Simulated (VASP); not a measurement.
# CdO2 (P-3m1) in VASP: a series of runs, part 2 of 2

VASP 6.6.1.

## (4) Single point, r2SCAN

This run uses another cell than the first one, of 11.68 Å³/atom, 1.067 times its volume.

Contents of POSCAR:

```
CdO2
1.0
    3.3657633587      0.0000000000      0.0000000000
   -1.6828816794      2.9148365718      0.0000000000
    0.0000000000      0.0000000000      3.5718329460
Cd O
1 2
Direct
    0.0000000000      0.0000000000      0.0000000000
    0.6666666667      0.3333333333      0.7187693406
    0.3333333333      0.6666666667      0.2812306594
```

Contents of INCAR.step1:

```
SYSTEM = CdO2
PREC = Accurate
ENCUT = 520
ISMEAR = -1
SIGMA = 0.1
LREAL = .False.
LASPH = .True.
NELM = 60
NBANDS = 19
GGA = PE
ALGO = Normal
EDIFF = 1E-4
LWAVE = .True.
LCHARG = .False.
```

Contents of INCAR.step2:

```
SYSTEM = CdO2
PREC = Accurate
ENCUT = 520
EDIFF = 1E-6
ISMEAR = -1
SIGMA = 0.1
LREAL = .False.
LASPH = .True.
NELM = 60
ALGO = Normal
ISIF = 2
LWAVE = .False.
LCHARG = .False.
METAGGA = R2SCAN
LMIXTAU = .True.
NBANDS = 19
ISTART = 1
```

Contents of KPOINTS:

```
regular mesh
0
Gamma
  9 9 6
  0 0 0
```

Potentials or basis: VASP PAW PBE potentials, release 64 (Cd, O).

Started as:

```sh
> cat potpaw_PBE.64/Cd/POTCAR potpaw_PBE.64/O/POTCAR > POTCAR
> cp INCAR.step1 INCAR
> mpirun -np 1 vasp_std > vasp.out
> cp INCAR.step2 INCAR
> mpirun -np 1 vasp_std > vasp.out
```

OUTCAR:

```text
SYSTEM = CdO2
   PREC = Accurate
   ENCUT = 520
   EDIFF = 1E-6
   ISMEAR = -1
   LREAL = .False.
   LASPH = .True.
   NELM = 60
   ISIF = 2
   METAGGA = R2SCAN
   ISTART = 1

 ion  position               nearest neighbor table
   1  0.000  0.000  0.000-   2 2.19   3 2.19   2 2.19   3 2.19   2 2.19   3 2.19
   2  0.667  0.333  0.719-   1 2.19   1 2.19   1 2.19
   3  0.333  0.667  0.281-   1 2.19   1 2.19   1 2.19

  LATTYP: Found a hexagonal cell.
 ALAT       =     3.3657633587
 C/A-ratio  =     1.0612252156

  Lattice vectors:

 A1 = (   3.3657633587,   0.0000000000,   0.0000000000)
 A2 = (  -1.6828816794,   2.9148365718,   0.0000000000)
 A3 = (   0.0000000000,   0.0000000000,   3.5718329460)

Analysis of symmetry for initial positions (statically):
=====================================================================
 Subroutine PRICEL returns:
 Original cell was already a primitive cell.

 Routine SETGRP: Setting up the symmetry group for a
 hexagonal supercell.

 Subroutine GETGRP returns: Found 12 space group operations
 (whereof 12 operations were pure point group operations)
 out of a pool of 24 trial point group operations.

The static configuration has the point symmetry D_3d.

Analysis of symmetry for dynamics (positions and initial velocities):
=====================================================================
 Subroutine PRICEL returns:
 Original cell was already a primitive cell.

 Routine SETGRP: Setting up the symmetry group for a
 hexagonal supercell.

 Subroutine GETGRP returns: Found 12 space group operations
 (whereof 12 operations were pure point group operations)
 out of a pool of 24 trial point group operations.

The dynamic configuration has the point symmetry D_3d.

 Subroutine INISYM returns: Found 12 space group operations
 (whereof 12 operations are pure point group operations),
 and found     1 'primitive' translations

----------------------------------------------------------------------------------------

                                     Primitive cell

  volume of cell :      35.0420

  direct lattice vectors                    reciprocal lattice vectors
     3.365763359  0.000000000  0.000000000     0.297109420  0.171536204  0.000000000
    -1.682881679  2.914836572  0.000000000     0.000000000  0.343072407  0.000000000
     0.000000000  0.000000000  3.571832946     0.000000000  0.000000000  0.279968301

  length of vectors
     3.365763359  3.365763359  3.571832946     0.343072407  0.343072407  0.279968301

  position of ions in fractional coordinates (direct lattice)
     0.000000000  0.000000000  0.000000000
     0.666666667  0.333333333  0.718769341
     0.333333333  0.666666667  0.281230659

  ion indices of the primitive-cell ions
   primitive index   ion index
                 1           1
                 2           2
                 3           3

----------------------------------------------------------------------------------------

 KPOINTS: regular mesh

Automatic generation of k-mesh.
 Grid dimensions read from file:
 generate k-points for:    9    9    6

 Generating k-lattice:

  Cartesian coordinates                     Fractional coordinates (reciprocal lattice)
     0.033012158  0.019059578  0.000000000     0.111111111  0.000000000  0.000000000
     0.000000000  0.038119156  0.000000000     0.000000000  0.111111111  0.000000000
     0.000000000  0.000000000  0.046661383     0.000000000  0.000000000  0.166666667

  Length of vectors
     0.038119156  0.038119156  0.046661383

  Shift w.r.t. Gamma in fractional coordinates (k-lattice)
     0.000000000  0.000000000  0.000000000

 Subroutine IBZKPT returns following result:
 ===========================================

 Found     62 irreducible k-points:

 Following reciprocal coordinates:
            Coordinates               Weight
  0.000000  0.000000  0.000000      1.000000
  0.111111  0.000000  0.000000      6.000000
  0.222222 -0.000000  0.000000      6.000000
  0.333333  0.000000  0.000000      6.000000
  0.444444 -0.000000  0.000000      6.000000
  0.111111  0.111111  0.000000      6.000000
[... 16 lines left out ...]
  0.222222  0.111111  0.166667     12.000000
 -0.111111  0.333333  0.166667     12.000000
 [... further k-points ...]
   k-points           NKPTS =     62   k-points in BZ     NKDIM =     62   number of bands    NBANDS=     19
   number of dos      NEDOS =    301   number of ions     NIONS =      3
   total plane-waves  NPLWV =  21952
   dimension x,y,z NGX =    28 NGY =   28 NGZ =   28
   dimension x,y,z NGXF=    56 NGYF=   56 NGZF=   56
   ions per type =               1   2
   NGX,Y,Z   is equivalent  to a cutoff of  13.83, 13.83, 13.03 a.u.
   NGXF,Y,Z  is equivalent  to a cutoff of  27.66, 27.66, 26.06 a.u.
 SYSTEM =  CdO2
   PREC   = accura    normal or accurate (medium, high low for compatibility)
   ISTART =      1    job   : 0-new  1-cont  2-samecut
   ICHARG =      0    charge: 1-file 2-atom 10-const
   ISPIN  =      1    spin polarized calculation?
   LNONCOLLINEAR =      F non collinear calculations
   LSORBIT =      F    spin-orbit coupling
   LASPH  =      T    aspherical Exc in radial PAW
   ENCUT  =  520.0 eV  38.22 Ry    6.18 a.u.   6.26  6.26  6.64*2*pi/ulx,y,z
   NELM   =     60;   NELMIN=  2; NELMDL=  0     # of ELM steps
   EDIFF  = 0.1E-05   stopping-criterion for ELM
   LREAL  =      F    real-space projection
   EDIFFG = 0.1E-04   stopping-criterion for IOM
   NSW    =      0    number of steps for IOM
   IBRION =     -1    ionic relax: 0-MD 1-quasi-New 2-CG
   NFREE  =      0    steps in history (QN), initial steepest desc. (CG)
   ISIF   =      2    stress and relaxation
   ISYM   =      2    0-nonsym 1-usesym 2-fastsym
   POTIM  = 0.5000    time-step for ionic-motion
   TEBEG  =    0.0;   TEEND  =   0.0 temperature during run
   PSTRESS=    0.0 pullay stress
   NELECT =      24.0000    total number of electrons
   NUPDOWN=      -1.0000    fix difference up-down
   EMIN   =  10.00;   EMAX   =-10.00  energy-range for DOS
   EFERMI =   0.00;   METHOD = LEGACY
   ISMEAR =    -1;   SIGMA  =   0.10  broadening in eV -4-tet -1-fermi 0-gaus
   EFERMI_NEDOS =   21; number of points for ismear=-14 and -15
   IALGO  =     38    algorithm
   IMIX   =      4    mixing-type and parameters
     AMIX     =   0.40;   BMIX     =  1.00
     AMIX_MAG =   1.60;   BMIX_MAG =  1.00
  volume/ion in A,a.u.               =      11.68        78.83
  Fermi-wavevector in a.u.,A,eV,Ry     =   1.443053  2.726975 28.332797  2.082402
  Thomas-Fermi vector in A             =   2.561504
   LORBIT       =      0    0 simple, 1 ext, 2 COOP (PROOUT), +10 PAW based schemes
   METAGGA = R2SCAN    functional components
   LHFCALC =     F    Hartree Fock is set to
   AEXX    =    0.0000 exact exchange contribution
   IVDW    =     0    specifies the selected vdW correction
   LEPSILON=     F    determine dielectric tensor
   LRPA    =     F    only Hartree local field effects (RPA)
 non-spin polarized calculation
  energy-cutoff  :      520.00
  volume of cell :       35.04
 maximum number of plane-waves:       962
 NGX is ok and might be reduce to    28
   NGX = 13   NGY = 13   NGZ = 13

 number of electron      23.9999998 magnetization

 Free energy of the ion-electron system (eV)
  ---------------------------------------------------
  ext. energy  EPLUGINS =         0.00000000
  ---------------------------------------------------
  free energy    TOTEN  =       -32.03118070 eV

  energy without entropy =      -31.93389472  energy(sigma->0) =      -31.98253771

 E-fermi :   1.0044     XC(G=0): -12.1392

 val. band max:        0.9927062071   @ k =   0.2222  -0.0000   0.3333
 cond. band min:       1.0069856110   @ k =   0.2222   0.2222   0.0000
 fundamental gap:      0.0142794039
 Fermi energy:         1.0043839610

 k-point     1 :       0.0000    0.0000    0.0000
  band No.  band energies     occupation
      1     -18.2766      2.00000
      2     -15.8959      2.00000
      3      -6.9879      2.00000
      4      -6.9879      2.00000
      5      -6.7445      2.00000
      6      -5.7326      2.00000
[... 11 lines left out ...]
     18      18.6604      0.00000
     19      23.1541      0.00000

 k-point     2 :       0.1111    0.0000    0.0000
  band No.  band energies     occupation
      1     -18.1864      2.00000
      2     -15.9826      2.00000
      3      -6.9075      2.00000
      4      -6.8224      2.00000
      5      -6.6621      2.00000
      6      -5.7678      2.00000
[... 476 lines left out ...]
 k-point    24 :      -0.1111    0.3333    0.1667
  band No.  band energies     occupation
      1     -17.6478      2.00000
      2     -16.4298      2.00000
      3      -6.6343      2.00000
      4      -6.4961      2.00000
      5      -6.0203      2.00000
      6      -5.9640      2.00000
[... 11 lines left out ...]
     18      17.9026      0.00000
     19      20.8359      0.00000

 [... further k-points ...]
[... 5 lines left out ...]
  --------------------------------------------------------------------------------------
  -------------------------------------------------------------------------------------
  Total        1.0745650      1.0745650      0.7405341     -0.0000000      0.0000000      0.0000000
  in kB       49.1308600     49.1308600     33.8584233     -0.0000000      0.0000000      0.0000000
  external PRESSURE =      44.0400478 kB  Pullay stress =       0.0000000 kB

 VOLUME and BASIS-vectors are now :
 -----------------------------------------------------------------------------
  energy-cutoff  :      520.00
  volume of cell :       35.04
      direct lattice vectors                 reciprocal lattice vectors
     3.365763359  0.000000000  0.000000000     0.297109420  0.171536204  0.000000000
    -1.682881679  2.914836572  0.000000000     0.000000000  0.343072407  0.000000000
     0.000000000  0.000000000  3.571832946     0.000000000  0.000000000  0.279968301

 POSITION                                       TOTAL-FORCE (eV/Angst)
 -----------------------------------------------------------------------------------
      0.00000      0.00000      0.00000        -0.000000      0.000000     -0.000000
      1.68288      0.97161      2.56732         0.000000     -0.000000     -0.159172
     -0.00000      1.94322      1.00451        -0.000000      0.000000      0.159172
 -----------------------------------------------------------------------------------
    total drift:                                0.000000     -0.000000      0.000000

  FREE ENERGIE OF THE ION-ELECTRON SYSTEM (eV)
  ---------------------------------------------------
  free  energy   TOTEN  =       -32.0311807008 eV

  energy  without entropy=      -31.9338947196  energy(sigma->0) =      -31.98253771
```

Wall time 90 s (1 thread of AMD EPYC 9R45 (Zen 5), shared host); peak memory 0.16 GiB.

Results:

```
Free energy            : -32.0312 eV
Pressure               : 4.4 GPa
Largest force          : 0.159 eV/Å
Band gap on the k mesh : zero (band 12 reaches 1.62 eV, above the bottom of band 13 at -0.02 eV)
```

Forces on the atoms (eV/Å):
```
Cd   0.000  0.000  0.000
O    0.000  0.000 -0.159
O    0.000  0.000  0.159
```

Levels at points of the mesh, in eV from the Fermi level:
```tsv
k point	band 9	band 10	band 11	band 12	band 13	band 14	band 15	band 16
(0.00, 0.00, 0.00)	-1.14	-1.14	-0.51	-0.51	0.01	4.09	9.94	15.00
(0.00, 0.00, 0.50)	-2.28	-1.88	-1.88	0.36	0.36	7.61	7.99	15.39
```

Caveat: the PAW data sets were made with another functional, which shifts forces and pressure a little.

## (5) Single point, r2SCAN

This run uses another cell than the first one, of 11.93 Å³/atom, 1.090 times its volume.

Contents of POSCAR:

```
CdO2
1.0
    3.3782667800      0.0000000000      0.0000000000
   -1.6891333900      2.9256648522      0.0000000000
    0.0000000000      0.0000000000      3.6202161438
Cd O
1 2
Direct
    0.0000000000      0.0000000000      0.0000000000
    0.6666666667      0.3333333333      0.7219112147
    0.3333333333      0.6666666667      0.2780887853
```

Contents of INCAR.step1:

```
PREC = Accurate
ENCUT = 520
ISMEAR = -1
SIGMA = 0.1
LREAL = F
LASPH = T
NELM = 100
NBANDS = 19
GGA = PE
ALGO = Normal
EDIFF = 1E-4
LWAVE = T
LCHARG = F
```

Contents of INCAR.step2:

```
PREC = Accurate
ENCUT = 520
EDIFF = 1E-7
ISMEAR = -1
SIGMA = 0.1
LREAL = F
LASPH = T
NELM = 100
ALGO = Normal
ISIF = 2
LWAVE = F
LCHARG = F
METAGGA = R2SCAN
LMIXTAU = T
NBANDS = 19
ISTART = 1
```

Contents of KPOINTS:

```
regular mesh
0
Gamma
  9 9 6
```

Started as:

```sh
> cat potpaw_PBE.64/Cd/POTCAR potpaw_PBE.64/O/POTCAR > POTCAR
> cp INCAR.step1 INCAR
> mpirun -np 1 vasp_std > vasp.out
> cp INCAR.step2 INCAR
> mpirun -np 1 vasp_std > vasp.out
```

Wall time 1.8 min (1 thread of AMD EPYC 9R45 (Zen 5), shared host); peak memory 0.16 GiB.

The run converged. Its results:

- Free energy: -32.0417 eV
- Pressure: 2.3 GPa
- Largest force: 0.153 eV/Å
- Band gap on the k mesh: zero (band 12 reaches 1.39 eV, above the bottom of band 13 at -0.26 eV)

Forces on the atoms (eV/Å):
```
Cd   0.000  0.000  0.000
O    0.000  0.000 -0.153
O    0.000  0.000  0.153
```

Stress tensor (GPa, compression positive):
```
2.73 0.00 0.00
0.00 2.73 0.00
0.00 0.00 1.29
```

Levels at points of the mesh, in eV from the Fermi level:
```csv
k point,band 9,band 10,band 11,band 12,band 13,band 14,band 15,band 16
"(0.00, 0.00, 0.00)",-1.11,-1.11,-0.46,-0.46,0.04,4.05,9.86,14.95
"(0.00, 0.00, 0.50)",-2.20,-1.79,-1.79,0.34,0.34,7.45,7.93,15.32
```

Caveat: the PAW data sets were made with another functional, which shifts forces and pressure a little.

## (6) Single point, r2SCAN

This run uses another cell than the first one, of 12.22 Å³/atom, 1.117 times its volume.

Contents of POSCAR:

```
CdO2
1.0
    3.3922926503      0.0000000000      0.0000000000
   -1.6961463251      2.9378116122      0.0000000000
    0.0000000000      0.0000000000      3.6788668932
Cd O
1 2
Direct
    0.0000000000      0.0000000000      0.0000000000
    0.6666666667      0.3333333333      0.7260118235
    0.3333333333      0.6666666667      0.2739881765
```

Contents of INCAR.step1:

```
PREC     = Accurate       # precision mode
ENCUT    = 520            # plane-wave cutoff, eV
ISMEAR   = -1             # smearing method
SIGMA    = 0.1            # smearing width, eV
LREAL    = F              # projectors in reciprocal space
LASPH    = T              # aspherical terms in the spheres
NELM     = 80             # most SCF steps
NBANDS   = 19             # bands
GGA      = PE             # functional
ALGO     = Normal         # electronic algorithm
EDIFF    = 1E-4           # SCF threshold, eV
LWAVE    = T              # write WAVECAR
LCHARG   = F              # write CHGCAR
```

Contents of INCAR.step2:

```
PREC     = Accurate       # precision mode
ENCUT    = 520            # plane-wave cutoff, eV
EDIFF    = 1E-6           # SCF threshold, eV
ISMEAR   = -1             # smearing method
SIGMA    = 0.1            # smearing width, eV
LREAL    = F              # projectors in reciprocal space
LASPH    = T              # aspherical terms in the spheres
NELM     = 80             # most SCF steps
ALGO     = Normal         # electronic algorithm
ISIF     = 2              # what is computed and relaxed
LWAVE    = F              # write WAVECAR
LCHARG   = F              # write CHGCAR
METAGGA  = R2SCAN         # meta-GGA
LMIXTAU  = T            
NBANDS   = 19             # bands
ISTART   = 1
```

Contents of KPOINTS:

```
Automatic mesh
0
Gamma
  9 9 6
```

Potentials or basis: VASP PAW PBE potentials, release 64 (Cd, O).

Started as:

```sh
> cat potpaw_PBE.64/Cd/POTCAR potpaw_PBE.64/O/POTCAR > POTCAR
> cp INCAR.step1 INCAR
> mpirun -np 1 vasp_std > vasp.out
> cp INCAR.step2 INCAR
> mpirun -np 1 vasp_std > vasp.out
```

Wall time 92 s (1 thread of AMD EPYC 9R45 (Zen 5), shared host); peak memory 0.16 GiB.

The run converged. Its results:

| Property | Result |
| --- | --- |
| Free energy | -32.0421 eV |
| Pressure | 0.1 GPa |
| Largest force | 0.148 eV/Å |
| Band gap on the k mesh | zero (band 12 reaches 1.12 eV, above the bottom of band 13 at -0.52 eV) |

Forces in eV/Å, atoms in the order of the input:
```
Cd   0.000  0.000  0.000
O    0.000  0.000 -0.148
O    0.000  0.000  0.148
```

Stress tensor (GPa, compression positive):
```
 0.57  0.00  0.00
 0.00  0.57  0.00
 0.00  0.00 -0.82
```

Levels at points of the mesh, in eV from the Fermi level:
| k point | band 9 | band 10 | band 11 | band 12 | band 13 | band 14 | band 15 | band 16 |
| --- | --- | --- | --- | --- | --- | --- | --- | --- |
| (0.00, 0.00, 0.00) | -1.07 | -1.07 | -0.39 | -0.39 | 0.06 | 4.02 | 9.76 | 14.90 |
| (0.00, 0.00, 0.50) | -2.12 | -1.68 | -1.68 | 0.32 | 0.32 | 7.26 | 7.87 | 15.24 |

Caveat: the PAW data sets were made with another functional, which shifts forces and pressure a little.

## (7) Summary

```tsv
cell	gap on the mesh (eV)	pressure (GPa)	largest force (eV/Å)
a = 3.328, b = 3.328, c = 3.423 Å, angles 90.0, 90.0, 120.0°, 3 atoms	none	12.9	0.18
a = 3.350, b = 3.350, c = 3.510 Å, angles 90.0, 90.0, 120.0°, 3 atoms	none	7.6	0.17
a = 3.366, b = 3.366, c = 3.572 Å, angles 90.0, 90.0, 120.0°, 3 atoms	none	4.4	0.16
a = 3.378, b = 3.378, c = 3.620 Å, angles 90.0, 90.0, 120.0°, 3 atoms	none	2.3	0.15
a = 3.392, b = 3.392, c = 3.679 Å, angles 90.0, 90.0, 120.0°, 3 atoms	none	0.1	0.15
```

Alike in all rows: task single point; level r2SCAN; potentials or basis VASP PAW PBE potentials, release 64 (Cd, O); no spin polarisation; k mesh 9 × 9 × 6; cutoff (eV) 520; smearing fermi-dirac 0.1 eV.

Caveats: the PAW data sets were made with another functional, which shifts forces and pressure a little.

Total energies depend on the potentials used, so only differences within one code and one set of settings carry meaning.
